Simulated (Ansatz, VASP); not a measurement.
Two plane-wave programs on CaBe2O3

```
CELL_PARAMETERS angstrom
2.54316 -4.20825 0.00000
2.54316 4.20825 0.00000
0.00000 0.00000 3.01772
ATOMIC_POSITIONS crystal
Ca 0.00000 0.00000 0.00000
Be 0.64266 0.35734 0.50000
Be 0.35734 0.64266 0.50000
O 0.18508 0.81492 0.50000
O 0.81492 0.18508 0.50000
O 0.50000 0.50000 0.00000
```

Change from the starting cell: species swapped into the Li2CeO3 type (Cmmm, No. 65).

Alike in both runs: functional PBE; k mesh 4 × 4 × 6; occupations gaussian, width 0.1 eV; no spin polarisation.

Ansatz relaxed the structure, and its values are those at the end. VASP's run is a single point on that final structure, the one shown.

|  | VASP | Ansatz |
| --- | --- | --- |
| version | VASP 6.6.1 | Ansatz 0.2.0 |
| potentials or method | VASP PAW PBE potentials, release 64 (Ca_sv, Be, O), cutoff 520 eV | scalar-relativistic, plane waves, PAW |
| valence electrons in the cell | 32 | 32 |

Ansatz gave:

```
gap on the k mesh at the Fermi level (eV) : 1.93
least direct gap on the mesh (eV)         : 2.11
pressure (GPa)                            : 0.1
rms of the force components (eV/Å)        : 0.011
```

Which values does VASP return?

gap on the k mesh at the Fermi level (eV): 1.92; least direct gap on the mesh (eV): 2.10; pressure (GPa): 0.5; rms of the force components (eV/Å): 0.048.

The functional is the same, so the differences come from potentials, cutoffs and numerics.
